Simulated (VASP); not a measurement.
# Lu3Si (P1) in VASP: single point with r2SCAN

Aim: the single point of Lu3Si with r2SCAN.

Program: VASP 6.6.1. These are calculated values, not measurements. Logs are shortened: lines on timing, memory, paths and dates and some standing lists are left out, and cuts for length are marked.

### Step 1. The cell of the first run

The typed cell holds 4 atoms: a = 4.502 Å, b = 4.592 Å, c = 4.510 Å, α = 92.15°, β = 88.57°, γ = 90.78°.

### Step 2. Single point, r2SCAN

File POSCAR:

```
Lu3Si
1.0
    4.5014675346     -0.0303604327      0.0560931782
   -0.0303604327      4.5910363202     -0.0852516142
    0.0560931782     -0.0852516142      4.5087496311
Lu Si
3 1
Direct
    0.9987000000      0.4962900000      0.5075500000
    0.4982200000      0.0094400000      0.4774900000
    0.4987000000      0.5061700000      0.9845700000
    0.0142700000      0.9978500000      0.0080600000
```

File INCAR.step1:

```
  PREC = Accurate
  ENCUT = 520
  ISMEAR = 1
  SIGMA = 0.1
  LREAL = F
  LASPH = T
  NELM = 60
  NBANDS = 48
  GGA = PE
  ALGO = Normal
  EDIFF = 1E-4
  LWAVE = T
  LCHARG = F
```

File INCAR.step2:

```
  PREC = Accurate
  ENCUT = 520
  EDIFF = 1E-6
  ISMEAR = 1
  SIGMA = 0.1
  LREAL = F
  LASPH = T
  NELM = 60
  ALGO = Normal
  ISIF = 2
  LWAVE = F
  LCHARG = F
  METAGGA = R2SCAN
  LMIXTAU = T
  NBANDS = 48
  ISTART = 1
```

File KPOINTS:

```
Automatic mesh
0
Gamma
  4 4 4
```

Potentials or basis: VASP PAW PBE potentials, release 64 (Lu, Si).

The run is started by

```sh
> cat potpaw_PBE.64/Lu/POTCAR potpaw_PBE.64/Si/POTCAR > POTCAR
> cp INCAR.step1 INCAR
> mpirun -np 1 vasp_std > vasp.out
> cp INCAR.step2 INCAR
> mpirun -np 1 vasp_std > vasp.out
```

OUTCAR:

```text
PREC = Accurate
   ENCUT = 520
   EDIFF = 1E-6
   ISMEAR = 1
   LREAL = F
   LASPH = T
   NELM = 60
   ISIF = 2
   METAGGA = R2SCAN
   ISTART = 1

 ion  position               nearest neighbor table
   1  0.999  0.496  0.508-   3 3.07   4 3.15   3 3.15   2 3.15   4 3.17   2 3.19   3 3.22   2 3.24
                             4 3.28   4 3.28   2 3.29   3 3.30
   2  0.498  0.009  0.477-   4 3.07   4 3.10   3 3.15   1 3.15   3 3.17   1 3.19   4 3.20   1 3.24
                             3 3.24   1 3.29   3 3.31   4 3.38
   3  0.499  0.506  0.985-   1 3.07   2 3.15   1 3.15   4 3.16   2 3.17   4 3.18   4 3.22   1 3.22
                             2 3.24   1 3.30   2 3.31   4 3.32
   4  0.014  0.998  0.008-   2 3.07   2 3.10   1 3.15   3 3.16   1 3.17   3 3.18   2 3.20   3 3.22
                             1 3.28   1 3.28   3 3.32   2 3.38

  LATTYP: Found a triclinic cell.
 ALAT       =     4.5099043802
 B/A-ratio  =     1.4000910800
 C/A-ratio  =     0.9982294540
 COS(alpha) =     0.0079913701
 COS(beta)  =     0.0250206541
 COS(gamma) =     0.6869372033

  Lattice vectors:

 A1 = (  -0.0560931782,   0.0852516142,  -4.5087496311)
 A2 = (  -0.0257327455,  -4.5057847060,  -4.4234980169)
 A3 = (  -4.5014675346,   0.0303604327,  -0.0560931782)

Analysis of symmetry for initial positions (statically):
=====================================================================
 Subroutine PRICEL returns:
 Original cell was already a primitive cell.

 Routine SETGRP: Setting up the symmetry group for a
 triclinic supercell.

 Subroutine GETGRP returns: Found  1 space group operations
 (whereof  1 operations were pure point group operations)
 out of a pool of  2 trial point group operations.

The static configuration has the point symmetry C_1 .

Analysis of symmetry for dynamics (positions and initial velocities):
=====================================================================
 Subroutine PRICEL returns:
 Original cell was already a primitive cell.

 Routine SETGRP: Setting up the symmetry group for a
 triclinic supercell.

 Subroutine GETGRP returns: Found  1 space group operations
 (whereof  1 operations were pure point group operations)
 out of a pool of  2 trial point group operations.

The dynamic configuration has the point symmetry C_1 .

 Subroutine INISYM returns: Found  1 space group operations
 (whereof  1 operations are pure point group operations),
 and found     1 'primitive' translations

----------------------------------------------------------------------------------------

                                     Primitive cell

  volume of cell :      93.1286

  direct lattice vectors                    reciprocal lattice vectors
     4.501467535 -0.030360433  0.056093178     0.222193454  0.001418528 -0.002737479
    -0.030360433  4.591036320 -0.085251614     0.001418528  0.217901305  0.004102439
     0.056093178 -0.085251614  4.508749631    -0.002737479  0.004102439  0.221902606

  length of vectors
     4.501919387  4.591928145  4.509904380     0.222214845  0.217944537  0.221957407

  position of ions in fractional coordinates (direct lattice)
     0.998700000  0.496290000  0.507550000
     0.498220000  0.009440000  0.477490000
     0.498700000  0.506170000  0.984570000
     0.014270000  0.997850000  0.008060000

  ion indices of the primitive-cell ions
   primitive index   ion index
                 1           1
                 2           2
                 3           3
                 4           4

----------------------------------------------------------------------------------------

 KPOINTS: Automatic mesh

Automatic generation of k-mesh.
 Grid dimensions read from file:
 generate k-points for:    4    4    4

 Generating k-lattice:

  Cartesian coordinates                     Fractional coordinates (reciprocal lattice)
     0.055548364  0.000354632 -0.000684370     0.250000000 -0.000000000 -0.000000000
     0.000354632  0.054475326  0.001025610    -0.000000000  0.250000000  0.000000000
    -0.000684370  0.001025610  0.055475652     0.000000000  0.000000000  0.250000000

  Length of vectors
     0.055553711  0.054486134  0.055489352

  Shift w.r.t. Gamma in fractional coordinates (k-lattice)
     0.000000000  0.000000000  0.000000000

 Subroutine IBZKPT returns following result:
 ===========================================

 Found     36 irreducible k-points:

 Following reciprocal coordinates:
            Coordinates               Weight
  0.000000  0.000000  0.000000      1.000000
  0.250000  0.000000  0.000000      2.000000
  0.500000  0.000000  0.000000      1.000000
  0.000000  0.250000  0.000000      2.000000
  0.250000  0.250000  0.000000      2.000000
  0.500000  0.250000  0.000000      2.000000
[... 16 lines left out ...]
  0.000000 -0.250000  0.250000      2.000000
  0.250000 -0.250000  0.250000      2.000000
 [... further k-points ...]
   k-points           NKPTS =     36   k-points in BZ     NKDIM =     36   number of bands    NBANDS=     48
   number of dos      NEDOS =    301   number of ions     NIONS =      4
   total plane-waves  NPLWV =  46656
   dimension x,y,z NGX =    36 NGY =   36 NGZ =   36
   dimension x,y,z NGXF=    72 NGYF=   72 NGZF=   72
   ions per type =               3   1
   NGX,Y,Z   is equivalent  to a cutoff of  13.29, 13.03, 13.27 a.u.
   NGXF,Y,Z  is equivalent  to a cutoff of  26.59, 26.07, 26.54 a.u.
 SYSTEM =  unknown system
   PREC   = accura    normal or accurate (medium, high low for compatibility)
   ISTART =      1    job   : 0-new  1-cont  2-samecut
   ICHARG =      0    charge: 1-file 2-atom 10-const
   ISPIN  =      1    spin polarized calculation?
   LNONCOLLINEAR =      F non collinear calculations
   LSORBIT =      F    spin-orbit coupling
   LASPH  =      T    aspherical Exc in radial PAW
   ENCUT  =  520.0 eV  38.22 Ry    6.18 a.u.   8.37  8.54  8.39*2*pi/ulx,y,z
   NELM   =     60;   NELMIN=  2; NELMDL=  0     # of ELM steps
   EDIFF  = 0.1E-05   stopping-criterion for ELM
   LREAL  =      F    real-space projection
   EDIFFG = 0.1E-04   stopping-criterion for IOM
   NSW    =      0    number of steps for IOM
   IBRION =     -1    ionic relax: 0-MD 1-quasi-New 2-CG
   NFREE  =      0    steps in history (QN), initial steepest desc. (CG)
   ISIF   =      2    stress and relaxation
   ISYM   =      2    0-nonsym 1-usesym 2-fastsym
   POTIM  = 0.5000    time-step for ionic-motion
   TEBEG  =    0.0;   TEEND  =   0.0 temperature during run
   PSTRESS=    0.0 pullay stress
   NELECT =      79.0000    total number of electrons
   NUPDOWN=      -1.0000    fix difference up-down
   EMIN   =  10.00;   EMAX   =-10.00  energy-range for DOS
   EFERMI =   0.00;   METHOD = LEGACY
   ISMEAR =     1;   SIGMA  =   0.10  broadening in eV -4-tet -1-fermi 0-gaus
   EFERMI_NEDOS =   21; number of points for ismear=-14 and -15
   IALGO  =     38    algorithm
   IMIX   =      4    mixing-type and parameters
     AMIX     =   0.40;   BMIX     =  1.00
     AMIX_MAG =   1.60;   BMIX_MAG =  1.00
  volume/ion in A,a.u.               =      23.28       157.12
  Fermi-wavevector in a.u.,A,eV,Ry     =   1.549730  2.928566 32.676629  2.401664
  Thomas-Fermi vector in A             =   2.654495
   LORBIT       =      0    0 simple, 1 ext, 2 COOP (PROOUT), +10 PAW based schemes
   METAGGA = R2SCAN    functional components
   LHFCALC =     F    Hartree Fock is set to
   AEXX    =    0.0000 exact exchange contribution
   IVDW    =     0    specifies the selected vdW correction
   LEPSILON=     F    determine dielectric tensor
   LRPA    =     F    only Hartree local field effects (RPA)
 non-spin polarized calculation
 Methfessel and Paxton  Order N= 1 SIGMA  =   0.10
  energy-cutoff  :      520.00
  volume of cell :       93.13
 maximum number of plane-waves:      2522
 NGX is ok and might be reduce to    36
   NGX = 17   NGY = 17   NGZ = 17

 number of electron      78.9999988 magnetization

 Free energy of the ion-electron system (eV)
  ---------------------------------------------------
  ext. energy  EPLUGINS =         0.00000000
  ---------------------------------------------------
  free energy    TOTEN  =      -123.82508119 eV

  energy without entropy =     -123.81961660  energy(sigma->0) =     -123.82325966

 E-fermi :   4.0040     XC(G=0): -12.0977

 val. band max:        3.9975248711   @ k =   0.5000   0.0000   0.5000
 cond. band min:       4.0055551258   @ k =   0.5000   0.2500   0.0000
 fundamental gap:      0.0080302547
 Fermi energy:         4.0040268421

 k-point     1 :       0.0000    0.0000    0.0000
  band No.  band energies     occupation
      1     -54.1039      2.00000
      2     -54.0212      2.00000
      3     -54.0028      2.00000
      4     -24.5332      2.00000
      5     -24.4523      2.00000
      6     -24.4125      2.00000
[... 40 lines left out ...]
     47       7.9145      0.00000
     48       9.8756      0.00000

 k-point     2 :       0.2500    0.0000    0.0000
  band No.  band energies     occupation
      1     -54.0917      2.00000
      2     -54.0325      2.00000
      3     -54.0035      2.00000
      4     -24.4697      2.00000
      5     -24.3828      2.00000
      6     -24.3513      2.00000
[... 40 lines left out ...]
     47       8.2695      0.00000
     48       8.5029      0.00000

 k-point     3 :       0.5000    0.0000    0.0000
  band No.  band energies     occupation
      1     -54.0658      2.00000
      2     -54.0578      2.00000
      3     -54.0039      2.00000
      4     -24.3931      2.00000
      5     -24.2524      2.00000
      6     -24.2207      2.00000
[... 40 lines left out ...]
     47       7.3410      0.00000
     48       7.5784      0.00000

 k-point     4 :       0.0000    0.2500    0.0000
  band No.  band energies     occupation
      1     -54.0958      2.00000
      2     -54.0214      2.00000
      3     -54.0106      2.00000
      4     -24.4761      2.00000
      5     -24.3931      2.00000
      6     -24.3526      2.00000
[... 958 lines left out ...]
     47       7.9016      0.00000
     48       7.9906      0.00000

 k-point    23 :       0.0000   -0.2500    0.2500
  band No.  band energies     occupation
      1     -54.0873      2.00000
      2     -54.0292      2.00000
      3     -54.0110      2.00000
      4     -24.4896      2.00000
      5     -24.3665      2.00000
      6     -24.2564      2.00000
[... 40 lines left out ...]
     47       7.9083      0.00000
     48       8.4453      0.00000

 k-point    24 :       0.2500   -0.2500    0.2500
  band No.  band energies     occupation
      1     -54.0809      2.00000
      2     -54.0342      2.00000
      3     -54.0122      2.00000
      4     -24.5843      2.00000
      5     -24.3297      2.00000
      6     -24.2815      2.00000
[... 40 lines left out ...]
     47       8.1857      0.00000
     48       8.3546      0.00000

 [... further k-points ...]

------------------------ aborting loop because EDIFF is reached ----------------------------------------

  FORCE on cell =-STRESS in cart. coord.  units (eV):
  Direction    XX          YY          ZZ          XY          YZ          ZX
  --------------------------------------------------------------------------------------
  -------------------------------------------------------------------------------------
  Total       -0.2561572     -0.9474000     -0.2507345      0.2250108      0.9060064     -0.4403231
  in kB       -4.4069084    -16.2989978     -4.3136168      3.8710685     15.5868646     -7.5752855
  external PRESSURE =      -8.3398410 kB  Pullay stress =       0.0000000 kB

 VOLUME and BASIS-vectors are now :
 -----------------------------------------------------------------------------
  energy-cutoff  :      520.00
  volume of cell :       93.13
      direct lattice vectors                 reciprocal lattice vectors
     4.501467535 -0.030360433  0.056093178     0.222193454  0.001418528 -0.002737479
    -0.030360433  4.591036320 -0.085251614     0.001418528  0.217901305  0.004102439
     0.056093178 -0.085251614  4.508749631    -0.002737479  0.004102439  0.221902606

 POSITION                                       TOTAL-FORCE (eV/Angst)
 -----------------------------------------------------------------------------------
      4.50902      2.20489      2.30213         0.185299      0.179478     -0.350799
      2.26922     -0.01249      2.18002         0.042418     -0.348695      0.244221
      2.28474      2.22477      4.42400        -0.043178      0.029674      0.460258
      0.03439      4.58005     -0.04793        -0.184540      0.139543     -0.353679
 -----------------------------------------------------------------------------------
    total drift:                                0.025639     -0.034369     -0.014940

  FREE ENERGIE OF THE ION-ELECTRON SYSTEM (eV)
  ---------------------------------------------------
  free  energy   TOTEN  =      -123.8250811864 eV

  energy  without entropy=     -123.8196166025  energy(sigma->0) =     -123.82325966
```

Run time: 20 min. Hardware: 1 thread of AMD EPYC 7R43 (Zen 3), shared host; peak memory 0.25 GiB.

What came out:

```yaml
Free_energy: -123.8251 eV
Pressure: -0.8 GPa
Largest_force: 0.463 eV/Å
Band_gap_on_the_k_mesh: zero (an odd number of electrons rules out a gap without spin polarisation)
```

Forces on the atoms (eV/Å):
```
Lu   0.185  0.179 -0.351
Lu   0.042 -0.349  0.244
Lu  -0.043  0.030  0.460
Si  -0.185  0.140 -0.354
```

Stress tensor (GPa, compression positive):
```
-0.44  0.39 -0.76
 0.39 -1.63  1.56
-0.76  1.56 -0.43
```

Levels at points of the mesh, in eV from the Fermi level:
| k point | band 36 | band 37 | band 38 | band 39 | band 40 | band 41 | band 42 | band 43 | band 44 | band 45 |
| --- | --- | --- | --- | --- | --- | --- | --- | --- | --- | --- |
| (0.00, 0.00, 0.00) | -1.83 | -1.77 | -1.14 | -1.04 | -0.84 | -0.77 | -0.72 | -0.59 | 2.54 | 3.30 |
| (0.50, 0.00, 0.00) | -2.26 | -2.21 | -2.07 | -0.11 | 0.02 | 1.03 | 1.16 | 1.31 | 1.89 | 2.14 |
| (0.00, 0.50, 0.00) | -2.30 | -2.12 | -2.07 | -0.11 | 0.06 | 1.14 | 1.19 | 1.36 | 1.85 | 1.95 |
| (0.50, 0.50, 0.00) | -4.16 | -2.44 | -2.11 | 0.12 | 0.33 | 0.41 | 1.42 | 1.48 | 1.88 | 2.85 |
| (0.00, 0.00, 0.50) | -2.28 | -2.18 | -2.08 | -0.04 | 0.01 | 1.02 | 1.18 | 1.34 | 1.93 | 2.16 |
| (0.50, 0.00, 0.50) | -4.06 | -2.58 | -2.03 | -0.01 | 0.22 | 0.35 | 1.34 | 1.40 | 2.00 | 2.78 |
| (0.00, 0.50, 0.50) | -4.09 | -2.45 | -2.13 | 0.05 | 0.31 | 0.41 | 1.44 | 1.48 | 1.90 | 2.73 |
| (0.50, 0.50, 0.50) | -2.60 | -2.49 | -2.33 | -2.27 | -2.17 | 0.71 | 1.92 | 2.08 | 2.46 | 2.76 |

Caveat: the PAW data sets were made with another functional, which shifts forces and pressure a little; spin-orbit coupling is left out, which moves the levels of the heavy elements.
